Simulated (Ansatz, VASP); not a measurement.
**Cu3Ni2: VASP beside Ansatz**

```
CELL_PARAMETERS angstrom
2.52290 0.00012 -0.00006
-1.26134 2.18457 -0.00040
-0.00025 -0.00323 20.83447
ATOMIC_POSITIONS crystal
Cu 0.33350 0.66673 0.84690
Cu 0.33289 0.66558 0.05108
Cu 0.33306 0.66749 0.44895
Cu 0.66664 0.33265 0.94893
Cu 0.66664 0.33243 0.15310
Cu 0.66693 0.33415 0.55104
Ni 0.33370 0.66761 0.65070
Ni 0.33303 0.66625 0.25269
Ni 0.66715 0.33389 0.74731
Ni 0.66646 0.33323 0.34930
```

Change from the starting cell: cell x1, atoms moved at random (sigma 0.1 Å) and cell strained at random (1.5 %), then relaxed without symmetry.

Alike in both runs: functional PBE; k mesh 12 × 12 × 1; occupations gaussian, width 0.2 eV; no spin polarisation.

Ansatz relaxed the structure, and its values are those at the end. VASP's run is a single point on that final structure, the one shown.

|  | VASP | Ansatz |
| --- | --- | --- |
| version | VASP 6.6.1 | Ansatz 0.2.0 |
| potentials or method | VASP PAW PBE potentials, release 64 (Cu, Ni), cutoff 520 eV | scalar-relativistic, plane waves, PAW |
| valence electrons in the cell | 106 | 186 |

```csv
,VASP,Ansatz,Ansatz less VASP
gap on the k mesh at the Fermi level (eV),none,none,-
pressure (GPa),0.3,0.0,-0.30
rms of the force components (eV/Å),0.005,0.003,-0.0025
```

A gap of «none» marks a metal or a gap that the smearing closes. With one functional, cell and mesh, what is left measures potentials, basis and numerics. VASP's potentials hold 106 valence electrons a cell and Ansatz's 186, so a difference there can come from the potentials and not from the codes.
